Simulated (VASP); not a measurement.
Here is a VASP 6.6.1 calculation.

Contents of INCAR:

```
SYSTEM = Sb
PREC = Accurate
ENCUT = 520
EDIFF = 1E-7
ISMEAR = -1
SIGMA = 0.05
LREAL = .FALSE.
LASPH = .TRUE.
NELM = 80
ALGO = Normal
ISIF = 2
LWAVE = .FALSE.
LCHARG = .FALSE.
GGA = PS
NBANDS = 12
```

Contents of KPOINTS:

```
regular mesh
0
G
  9 6 6
  0 0 0
```

POSCAR

```
Sb
1.0
    3.1014456505      0.0000000000      0.0000000000
    0.0000000000      4.3183391477      0.0000000000
   -0.0386538176      0.0000000000      4.3762816325
Sb
2
Direct
    0.0113890000      0.2500000000      0.2411660000
    0.9886110000      0.7500000000      0.7588340000
```

Potentials or basis: VASP PAW PBE potentials, release 64 (Sb).

Command:

```bash
$ cat potpaw_PBE.64/Sb/POTCAR > POTCAR
$ mpirun -np 1 vasp_std > vasp.out
```

Q: Estimate the largest force.

A: 0.081 eV/Å.

Q: What does it give for the pressure?

A: -1.1 GPa.

Q: Predict the band gap on the k mesh.

A: Zero (bands 5 and 6 overlap by 8.53 eV).

Forces on the atoms (eV/Å):
```
Sb  -0.028  0.000  0.076
Sb   0.028  0.000 -0.076
```

Caveat: the PAW data sets were made with another functional, which shifts forces and pressure a little; spin-orbit coupling is left out, which moves the levels of the heavy elements.
